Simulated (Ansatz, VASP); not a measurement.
# Two plane-wave programs on BAs

```
B As
1.0
     0.00000    2.38607    2.38607
     2.38607    0.00000    2.38607
     2.38607    2.38607    0.00000
B As
1 1
Direct
  0.00000 0.00000 0.00000
  0.25000 0.25000 0.25000
```

Alike in both runs: task relaxation of cell and atoms; functional HSE06; k mesh 6 × 6 × 6; no spin polarisation.

```csv
,VASP,Ansatz
version,VASP 6.6.1,Ansatz 0.2.0
potentials or method,"VASP PAW PBE potentials, release 64 (B, As), cutoff 600 eV","scalar-relativistic, plane waves, PAW"
occupations,"gaussian, width 0.01 eV",fixed
valence electrons in the cell,8,18
```

```tsv
	VASP	Ansatz	Ansatz less VASP
gap on the k mesh at the Fermi level, each at its own relaxed structure (eV)	1.94	1.94	-0.007
relaxed volume (Å³/atom)	13.57	13.58	+0.010
relaxed cell length with the largest relative difference (Å)	3.374	3.374	+0.0008
```

VASP's potentials hold 8 valence electrons a cell and Ansatz's 18, so a difference there can come from the potentials and not from the codes.
